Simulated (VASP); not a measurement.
# HfC (Pm-3m) in VASP: notebook, part 2 of 2

VASP 6.6.1. The steps go on from the part before.

### 3 Vibrations by perturbation theory, PBEsol

This run uses another cell than the first one, of 10.32 Å³/atom, 0.828 times its volume.

File INCAR:

```
PREC = Accurate ; ENCUT = 520
EDIFF = 1E-8 ; ISMEAR = -1
SIGMA = 0.15 ; LREAL = F
LASPH = T ; NELM = 80
ALGO = Normal ; ISIF = 2
LWAVE = F ; LCHARG = T
GGA = PS ; NBANDS = 14
IBRION = 8 ; NSW = 1
```

File KPOINTS:

```
Automatic mesh
0
Gamma
  16 16 16
```

File POSCAR:

```
HfC
1.0
    2.7429000000      0.0000000000      0.0000000000
    0.0000000000      2.7429000000      0.0000000000
    0.0000000000      0.0000000000      2.7429000000
Hf C
1 1
Direct
    0.0000000000      0.0000000000      0.0000000000
    0.5000000000      0.5000000000      0.5000000000
```

Potentials or basis: VASP PAW PBE potentials, release 64 (Hf_pv, C).

Started as:

```bash
$ cat potpaw_PBE.64/Hf_pv/POTCAR potpaw_PBE.64/C/POTCAR > POTCAR
$ mpirun -np 1 vasp_std > vasp.out
```

OUTCAR:

```text
PREC = Accurate
   ENCUT = 520
   EDIFF = 1E-8
   ISMEAR = -1
   LREAL = F
   LASPH = T
   NELM = 80
   ISIF = 2
   GGA = PS
   IBRION = 8
   NSW = 1

 ion  position               nearest neighbor table
   1  0.000  0.000  0.000-   2 2.38   2 2.38   2 2.38   2 2.38   2 2.38   2 2.38   2 2.38   2 2.38

   2  0.500  0.500  0.500-   1 2.38   1 2.38   1 2.38   1 2.38   1 2.38   1 2.38   1 2.38   1 2.38

  LATTYP: Found a simple cubic cell.
 ALAT       =     2.7429000000

  Lattice vectors:

 A1 = (   2.7429000000,   0.0000000000,   0.0000000000)
 A2 = (   0.0000000000,   2.7429000000,   0.0000000000)
 A3 = (   0.0000000000,   0.0000000000,   2.7429000000)

Analysis of symmetry for initial positions (statically):
=====================================================================
 Subroutine PRICEL returns:
 Original cell was already a primitive cell.

[... 637 lines left out ...]

 INTERNAL STRAIN TENSOR  FOR ION    2  DIRECTION 1   (eV/Angst):
 -----------------------------------------------------------------------------
     0.08323  0.00000 -0.00000
     0.00000 -0.03271 -0.00000
     0.00000 -0.00000 -0.03271

 INTERNAL STRAIN TENSOR FOR ION    2 for displacements in x,y,z  (eV/Angst):
          X           Y           Z          XY          YZ          ZX
  --------------------------------------------------------------------------------
  x     0.00000     0.00000     0.00000     0.00000     0.00000     0.00000
  y     0.00000     0.00000     0.00000     0.00000     0.00000     0.00000
  z     0.00000     0.00000     0.00000     0.00000     0.00000     0.00000

 SECOND DERIVATIVES (NOT SYMMETRIZED)
 ------------------------------------
               1X          1Y          1Z          2X          2Y          2Z
  1X    -4.887229   -0.000000   -0.000000    4.887229    0.000000    0.000000
  1Y    -0.000000   -4.887229   -0.000000    0.000000    4.887229    0.000000
  1Z     0.000000    0.000000   -4.887229   -0.000000   -0.000000    4.887229
  2X     4.883594   -0.000000   -0.000000   -4.883594    0.000000    0.000000
  2Y    -0.000000    4.883594    0.000000    0.000000   -4.883594   -0.000000
  2Z     0.000000    0.000000    4.883594   -0.000000   -0.000000   -4.883594

 Eigenvectors and eigenvalues of the dynamical matrix
 ----------------------------------------------------

   1 f  =   10.298709 THz    64.708700 2PiTHz  343.527971 cm-1    42.592021 meV
             X         Y         Z           dx          dy          dz
      0.000000  0.000000  0.000000    -0.251184   -0.000000    0.000000
      1.371450  1.371450  1.371450     0.967939   -0.000000    0.000000
[... 21 lines left out ...]
   6 f/i=    0.000931 THz     0.005853 2PiTHz    0.031071 cm-1     0.003852 meV
             X         Y         Z           dx          dy          dz
      0.000000  0.000000  0.000000    -0.025107   -0.263802    0.930959
      1.371450  1.371450  1.371450    -0.006515   -0.068458    0.241588

--------------------------------------------------------------------------------------------------------

 ELASTIC MODULI CONTR FROM IONIC RELAXATION (kBar)
 Direction    XX          YY          ZZ          XY          YZ          ZX
 --------------------------------------------------------------------------------
 XX           0.0000      0.0000      0.0000      0.0000      0.0000      0.0000
 YY           0.0000      0.0000      0.0000      0.0000      0.0000      0.0000
 ZZ           0.0000      0.0000      0.0000      0.0000      0.0000      0.0000
 XY           0.0000      0.0000      0.0000      0.0000      0.0000      0.0000
 YZ           0.0000      0.0000      0.0000      0.0000      0.0000      0.0000
 ZX           0.0000      0.0000      0.0000      0.0000      0.0000      0.0000
 --------------------------------------------------------------------------------
```

OSZICAR:

```text
N       E                     dE             d eps       ncg     rms          rms(c)
DAV:   1     0.261811837655E+02    0.26181E+02   -0.74627E+03  4628   0.980E+02
DAV:   2    -0.207990200049E+02   -0.46980E+02   -0.44227E+02  5922   0.208E+02
DAV:   3    -0.221157973801E+02   -0.13168E+01   -0.13111E+01  5358   0.255E+01
DAV:   4    -0.221195823632E+02   -0.37850E-02   -0.37845E-02  5738   0.170E+00
[... 48 lines left out ...]
RMM:  10    -0.118976594804E+00   -0.20422E-06   -0.11131E-09 20007   0.458E-05    0.103E-05
RMM:  11    -0.118976606559E+00   -0.11754E-07   -0.84350E-10 20052   0.888E-06    0.809E-06
RMM:  12    -0.118976592963E+00    0.13596E-07   -0.11715E-09 16866   0.288E-06    0.106E-06
RMM:  13    -0.118976590511E+00    0.24519E-08   -0.37995E-10 10158   0.919E-07    0.389E-07
 Linear response finished
```

stdout:

```text
POSCAR found type information on POSCAR HfC
 POSCAR found :  2 types and       2 ions
 scaLAPACK will be used
 -----------------------------------------------------------------------------
|                                                                             |
|                                                                             |
|     You enforced a specific xc type in the INCAR file but a different       |
|     I HOPE YOU KNOW WHAT YOU ARE DOING!                                     |
|                                                                             |
 -----------------------------------------------------------------------------

 LDA part: xc-table for (Slater+PW92), standard interpolation
 POSCAR, INCAR and KPOINTS ok, starting setup
 FFT: planning ... GRIDC
 FFT: planning ... GRID_SOFT
 FFT: planning ... GRID
 WAVECAR not read
 entering main loop
 Linear response reoptimize wavefunctions to high precision
 Linear response DOF=           2
 Linear response progress:
 first order change of Fermi-energy   0.27257E-03
 force on displaced ion       1 direction 1 :  -4.887  -0.000  -0.000
 Linear response progress:
 first order change of Fermi-energy  -0.18940E-03
 force on displaced ion       2 direction 1 :  -4.884   0.000  -0.000
 Linear response finished
```

Run time: 4.9 min. Hardware: 1 thread of Intel Xeon Platinum 8488C (Sapphire Rapids), shared host; peak memory 0.35 GiB.

What came out:

* Highest phonon frequency at Γ, LO-TO splitting left out: 344 cm⁻¹

Phonon frequencies in cm⁻¹ (negative: imaginary):
| q point | frequencies |
| --- | --- |
| (0.000, 0.000, 0.000) | 0 0 0 344 344 344 |

Caveat: the cell wasn't relaxed at this level first, which shifts response properties; the PAW data sets were made with another functional, which shifts forces and pressure a little; spin-orbit coupling is left out, which moves the levels of the heavy elements.
